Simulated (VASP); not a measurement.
# BaMgAsF (P4/nmm) in VASP: single point with PBEsol

Aim: the single point of BaMgAsF with PBEsol.

All numbers are computed with VASP 6.6.1; they aren't measurements. Logs are shortened: lines on timing, memory, paths and dates and some standing lists are left out, and cuts for length are marked.

### Step 1. The cell of the first run

Symmetry: P4/nmm, No. 129, tetragonal system. The conventional cell has a = 4.364 Å, b = 4.364 Å, c = 9.467 Å, α = 90.00°, β = 90.00°, γ = 90.00°. Ba (site symmetry 4mm) has 4 F at 2.62 Å within 3.5 Å. As (site symmetry 4mm) has 4 Mg at 2.68 Å within 3.5 Å. Mg (site symmetry -4m2) has 4 As at 2.68 Å and 4 Mg at 3.09 Å within 3.5 Å. F (site symmetry -4m2) has 4 Ba at 2.62 Å and 4 F at 3.09 Å within 3.5 Å.

### Step 2. Single point, PBEsol

File INCAR:

```
ALGO = Normal
EDIFF = 1E-6
ENCUT = 520
GGA = PS
ISIF = 2
ISMEAR = 0
LASPH = T
LCHARG = F
LREAL = F
LWAVE = F
NBANDS = 34
NELM = 100
PREC = Accurate
SIGMA = 0.02
```

File KPOINTS:

```
k-points
0
Gamma
  6 6 4
```

File POSCAR:

```
BaMgAsF
1.0
    4.3642383035      0.0000000000      0.0000000000
    0.0000000000      4.3642383035      0.0000000000
    0.0000000000      0.0000000000      9.4670927740
Ba As Mg F
2 2 2 2
Direct
    0.5000000000      0.0000000000      0.1540505390
    0.0000000000      0.5000000000      0.8459494610
    0.5000000000      0.0000000000      0.6646652979
    0.0000000000      0.5000000000      0.3353347021
    0.5000000000      0.5000000000      0.5000000000
    0.0000000000      0.0000000000      0.5000000000
    0.5000000000      0.5000000000      0.0000000000
    0.0000000000      0.0000000000      0.0000000000
```

Potentials or basis: VASP PAW PBE potentials, release 64 (Ba_sv, As, Mg, F).

Run with:

```console
cat potpaw_PBE.64/Ba_sv/POTCAR potpaw_PBE.64/As/POTCAR potpaw_PBE.64/Mg/POTCAR potpaw_PBE.64/F/POTCAR > POTCAR
mpirun -np 1 vasp_std > vasp.out
```

OUTCAR:

```text
EDIFF = 1E-6
   ENCUT = 520
   GGA = PS
   ISIF = 2
   ISMEAR = 0
   LASPH = T
   LREAL = F
   NELM = 100
   PREC = Accurate

 ion  position               nearest neighbor table
   1  0.500  0.000  0.154-   7 2.62   8 2.62   7 2.62   8 2.62   4 3.53   4 3.53   4 3.53   4 3.53
                             5 3.94   6 3.94   5 3.94   6 3.94   2 4.25   2 4.25   2 4.25   2 4.25
   2  0.000  0.500  0.846-   7 2.62   8 2.62   8 2.62   7 2.62   3 3.53   3 3.53   3 3.53   3 3.53
                             5 3.94   5 3.94   6 3.94   6 3.94   1 4.25   1 4.25   1 4.25   1 4.25
   3  0.500  0.000  0.665-   5 2.68   6 2.68   5 2.68   6 2.68   2 3.53   2 3.53   2 3.53   2 3.53

   4  0.000  0.500  0.335-   5 2.68   6 2.68   6 2.68   5 2.68   1 3.53   1 3.53   1 3.53   1 3.53

   5  0.500  0.500  0.500-   3 2.68   4 2.68   3 2.68   4 2.68   6 3.09   6 3.09   6 3.09   6 3.09
                             2 3.94   1 3.94   2 3.94   1 3.94
   6  0.000  0.000  0.500-   3 2.68   4 2.68   4 2.68   3 2.68   5 3.09   5 3.09   5 3.09   5 3.09
                             1 3.94   2 3.94   2 3.94   1 3.94
   7  0.500  0.500  0.000-   1 2.62   2 2.62   1 2.62   2 2.62
   8  0.000  0.000  0.000-   1 2.62   2 2.62   2 2.62   1 2.62

  LATTYP: Found a simple tetragonal cell.
 ALAT       =     4.3642383035
 C/A-ratio  =     2.1692428588

  Lattice vectors:

 A1 = (   4.3642383035,   0.0000000000,   0.0000000000)
 A2 = (   0.0000000000,   4.3642383035,   0.0000000000)
 A3 = (   0.0000000000,   0.0000000000,   9.4670927740)

Analysis of symmetry for initial positions (statically):
=====================================================================
 Subroutine PRICEL returns:
 Original cell was already a primitive cell.

 Routine SETGRP: Setting up the symmetry group for a
 simple tetragonal supercell.

 Subroutine GETGRP returns: Found 16 space group operations
 (whereof  8 operations were pure point group operations)
 out of a pool of 16 trial point group operations.

The static configuration has the point symmetry D_2d.
 The point group associated with its full space group is D_4h.

Analysis of symmetry for dynamics (positions and initial velocities):
=====================================================================
 Subroutine PRICEL returns:
 Original cell was already a primitive cell.

 Routine SETGRP: Setting up the symmetry group for a
 simple tetragonal supercell.

 Subroutine GETGRP returns: Found 16 space group operations
 (whereof  8 operations were pure point group operations)
 out of a pool of 16 trial point group operations.

The dynamic configuration has the point symmetry D_2d.
 The point group associated with its full space group is D_4h.

 Subroutine INISYM returns: Found 16 space group operations
 (whereof  8 operations are pure point group operations),
 and found     1 'primitive' translations

----------------------------------------------------------------------------------------

                                     Primitive cell

  volume of cell :     180.3157

  direct lattice vectors                    reciprocal lattice vectors
     4.364238303  0.000000000  0.000000000     0.229135059  0.000000000  0.000000000
     0.000000000  4.364238303  0.000000000     0.000000000  0.229135059  0.000000000
     0.000000000  0.000000000  9.467092774     0.000000000  0.000000000  0.105629048

  length of vectors
     4.364238303  4.364238303  9.467092774     0.229135059  0.229135059  0.105629048

  position of ions in fractional coordinates (direct lattice)
     0.500000000  0.000000000  0.154050539
     0.000000000  0.500000000  0.845949461
     0.500000000  0.000000000  0.664665298
     0.000000000  0.500000000  0.335334702
     0.500000000  0.500000000  0.500000000
     0.000000000  0.000000000  0.500000000
     0.500000000  0.500000000  0.000000000
     0.000000000  0.000000000  0.000000000

  ion indices of the primitive-cell ions
   primitive index   ion index
                 1           1
                 2           2
                 3           3
                 4           4
                 5           5
                 6           6
                 7           7
                 8           8

----------------------------------------------------------------------------------------

 KPOINTS: k-points

Automatic generation of k-mesh.
 Grid dimensions read from file:
 generate k-points for:    6    6    4

 Generating k-lattice:

  Cartesian coordinates                     Fractional coordinates (reciprocal lattice)
     0.038189176  0.000000000  0.000000000     0.166666667  0.000000000  0.000000000
     0.000000000  0.038189176  0.000000000     0.000000000  0.166666667  0.000000000
     0.000000000  0.000000000  0.026407262     0.000000000  0.000000000  0.250000000

  Length of vectors
     0.038189176  0.038189176  0.026407262

  Shift w.r.t. Gamma in fractional coordinates (k-lattice)
     0.000000000  0.000000000  0.000000000

 Subroutine IBZKPT returns following result:
 ===========================================

 Found     30 irreducible k-points:

 Following reciprocal coordinates:
            Coordinates               Weight
  0.000000  0.000000  0.000000      1.000000
  0.166667  0.000000  0.000000      4.000000
  0.333333  0.000000  0.000000      4.000000
  0.500000  0.000000  0.000000      2.000000
  0.166667  0.166667  0.000000      4.000000
  0.333333  0.166667  0.000000      8.000000
[... 16 lines left out ...]
  0.333333  0.000000  0.500000      4.000000
  0.500000  0.000000  0.500000      2.000000
 [... further k-points ...]
   k-points           NKPTS =     30   k-points in BZ     NKDIM =     30   number of bands    NBANDS=     34
   number of dos      NEDOS =    301   number of ions     NIONS =      8
   total plane-waves  NPLWV =  71680
   dimension x,y,z NGX =    32 NGY =   32 NGZ =   70
   dimension x,y,z NGXF=    64 NGYF=   64 NGZF=  140
   ions per type =               2   2   2   2
   NGX,Y,Z   is equivalent  to a cutoff of  12.19, 12.19, 12.29 a.u.
   NGXF,Y,Z  is equivalent  to a cutoff of  24.38, 24.38, 24.58 a.u.
 SYSTEM =  unknown system
   PREC   = accura    normal or accurate (medium, high low for compatibility)
   ISTART =      0    job   : 0-new  1-cont  2-samecut
   ICHARG =      2    charge: 1-file 2-atom 10-const
   ISPIN  =      1    spin polarized calculation?
   LNONCOLLINEAR =      F non collinear calculations
   LSORBIT =      F    spin-orbit coupling
   LASPH  =      T    aspherical Exc in radial PAW
   ENCUT  =  520.0 eV  38.22 Ry    6.18 a.u.   8.11  8.11 17.60*2*pi/ulx,y,z
   NELM   =    100;   NELMIN=  2; NELMDL= -5     # of ELM steps
   EDIFF  = 0.1E-05   stopping-criterion for ELM
   LREAL  =      F    real-space projection
   EDIFFG = 0.1E-04   stopping-criterion for IOM
   NSW    =      0    number of steps for IOM
   IBRION =     -1    ionic relax: 0-MD 1-quasi-New 2-CG
   NFREE  =      0    steps in history (QN), initial steepest desc. (CG)
   ISIF   =      2    stress and relaxation
   ISYM   =      2    0-nonsym 1-usesym 2-fastsym
   POTIM  = 0.5000    time-step for ionic-motion
   TEBEG  =    0.0;   TEEND  =   0.0 temperature during run
   PSTRESS=    0.0 pullay stress
   NELECT =      48.0000    total number of electrons
   NUPDOWN=      -1.0000    fix difference up-down
   EMIN   =  10.00;   EMAX   =-10.00  energy-range for DOS
   EFERMI =   0.00;   METHOD = LEGACY
   ISMEAR =     0;   SIGMA  =   0.02  broadening in eV -4-tet -1-fermi 0-gaus
   EFERMI_NEDOS =   21; number of points for ismear=-14 and -15
   IALGO  =     38    algorithm
   IMIX   =      4    mixing-type and parameters
     AMIX     =   0.40;   BMIX     =  1.00
     AMIX_MAG =   1.60;   BMIX_MAG =  1.00
  volume/ion in A,a.u.               =      22.54       152.10
  Fermi-wavevector in a.u.,A,eV,Ry     =   1.053119  1.990106 15.089669  1.109059
  Thomas-Fermi vector in A             =   2.188228
   LORBIT       =      0    0 simple, 1 ext, 2 COOP (PROOUT), +10 PAW based schemes
   GGA     = PS    functional components
   LHFCALC =     F    Hartree Fock is set to
   AEXX    =    0.0000 exact exchange contribution
   IVDW    =     0    specifies the selected vdW correction
   LEPSILON=     F    determine dielectric tensor
   LRPA    =     F    only Hartree local field effects (RPA)
 non-spin polarized calculation
 Gauss-broadening in eV      SIGMA  =   0.02
  energy-cutoff  :      520.00
  volume of cell :      180.32
 maximum number of plane-waves:      4904
   NGX = 17   NGY = 17   NGZ = 35

 number of electron      47.9999984 magnetization

 Free energy of the ion-electron system (eV)
  ---------------------------------------------------
  ext. energy  EPLUGINS =         0.00000000
  ---------------------------------------------------
  free energy    TOTEN  =       -38.33560698 eV

  energy without entropy =      -38.33560698  energy(sigma->0) =      -38.33560698

 E-fermi :   2.5916     XC(G=0):  -9.3181

 val. band max:        2.5051710413   @ k =   0.0000   0.0000   0.0000
 cond. band min:       3.9680688746   @ k =   0.0000   0.0000   0.0000
 fundamental gap:      1.4628978333
 Fermi energy:         2.5915785780

 k-point     1 :       0.0000    0.0000    0.0000
  band No.  band energies     occupation
      1     -24.6366      2.00000
      2     -24.4212      2.00000
      3     -20.6601      2.00000
      4     -20.6476      2.00000
      5      -9.8108      2.00000
      6      -9.8108      2.00000
[... 26 lines left out ...]
     33       8.3549      0.00000
     34       8.3641      0.00000

 k-point     2 :       0.1667    0.0000    0.0000
  band No.  band energies     occupation
      1     -24.6085      2.00000
      2     -24.4206      2.00000
      3     -20.6801      2.00000
      4     -20.6721      2.00000
      5      -9.9209      2.00000
      6      -9.7804      2.00000
[... 26 lines left out ...]
     33       7.6763      0.00000
     34       8.1485      0.00000
[... 775 lines left out ...]
     33       7.7999      0.00000
     34       7.9699      0.00000

 k-point    24 :       0.5000    0.0000    0.5000
  band No.  band energies     occupation
      1     -24.4706      2.00000
      2     -24.4706      2.00000
      3     -20.7434      2.00000
      4     -20.7434      2.00000
      5      -9.8557      2.00000
      6      -9.8557      2.00000
[... 26 lines left out ...]
     33       7.7139      0.00000
     34       7.7139      0.00000

 [... further k-points ...]

------------------------ aborting loop because EDIFF is reached ----------------------------------------

  FORCE on cell =-STRESS in cart. coord.  units (eV):
  Direction    XX          YY          ZZ          XY          YZ          ZX
  --------------------------------------------------------------------------------------
  -------------------------------------------------------------------------------------
  Total        0.7784893      0.7784893      0.7047594      0.0000000      0.0000000      0.0000000
  in kB        6.9171895      6.9171895      6.2620695      0.0000000      0.0000000      0.0000000
  external PRESSURE =       6.6988162 kB  Pullay stress =       0.0000000 kB

 VOLUME and BASIS-vectors are now :
 -----------------------------------------------------------------------------
  energy-cutoff  :      520.00
  volume of cell :      180.32
      direct lattice vectors                 reciprocal lattice vectors
     4.364238303  0.000000000  0.000000000     0.229135059  0.000000000  0.000000000
     0.000000000  4.364238303  0.000000000     0.000000000  0.229135059  0.000000000
     0.000000000  0.000000000  9.467092774     0.000000000  0.000000000  0.105629048

 POSITION                                       TOTAL-FORCE (eV/Angst)
 -----------------------------------------------------------------------------------
      2.18212      0.00000      1.45841         0.000000     -0.000000      0.138546
      0.00000      2.18212      8.00868        -0.000000      0.000000     -0.138546
      2.18212      0.00000      6.29245        -0.000000      0.000000     -0.024739
      0.00000      2.18212      3.17464        -0.000000     -0.000000      0.024739
      2.18212      2.18212      4.73355        -0.000000      0.000000     -0.000000
      0.00000      0.00000      4.73355        -0.000000     -0.000000     -0.000000
      2.18212      2.18212      0.00000        -0.000000     -0.000000     -0.000000
      0.00000      0.00000      0.00000        -0.000000      0.000000     -0.000000
 -----------------------------------------------------------------------------------
    total drift:                                0.000000     -0.000000     -0.000000

  FREE ENERGIE OF THE ION-ELECTRON SYSTEM (eV)
  ---------------------------------------------------
  free  energy   TOTEN  =       -38.3356069787 eV

  energy  without entropy=      -38.3356069787  energy(sigma->0) =      -38.33560698
```

Wall time 4.2 min (1 thread of Intel Xeon 8259CL, shared host); peak memory 0.38 GiB.

What came out:

```yaml
Free_energy: -38.3356 eV
Pressure: 0.7 GPa
Largest_force: 0.139 eV/Å
Band_gap_on_the_k_mesh: 1.46 eV, direct
```

Forces on the atoms (eV/Å):
```
Ba   0.000  0.000  0.139
Ba   0.000  0.000 -0.139
As   0.000  0.000 -0.025
As   0.000  0.000  0.025
Mg   0.000  0.000  0.000
Mg   0.000  0.000  0.000
F    0.000  0.000  0.000
F    0.000  0.000  0.000
```

Caveat: the PAW data sets were made with another functional, which shifts forces and pressure a little; spin-orbit coupling is left out, which moves the levels of the heavy elements. A k mesh can miss the band edges.
